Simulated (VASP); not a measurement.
The system is Sb.

```
CELL_PARAMETERS angstrom
3.36900 0.00000 0.00000
-1.68450 2.91764 0.00000
0.00000 0.00000 5.33000
ATOMIC_POSITIONS crystal
Sb 0.33333 0.66667 0.25000
Sb 0.66667 0.33333 0.75000
```

This isn't the form of Sb at room conditions, which is rhombohedral.

Base run:

* Program: VASP 6.6.1
* Functional: r2SCAN
* Potentials or basis: VASP PAW PBE potentials, release 64 (Sb)
* Cutoff: 520 eV
* k mesh: 12 × 12 × 7
* Occupations: fermi-dirac, width 0.03 eV
* Spin: no spin polarisation

Its results: band gap on the k mesh zero (bands 5 and 6 overlap by 7.35 eV); pressure 2.2 GPa.

Problem. The run is repeated on the same cell with these changes: functional from r2SCAN to PBEsol. What comes out?

Solution. Band gap on the k mesh zero (bands 5 and 6 overlap by 6.97 eV); pressure -0.1 GPa.

Caveats: the PAW data sets were made with another functional, which shifts forces and pressure a little; spin-orbit coupling is left out, which moves the levels of the heavy elements.
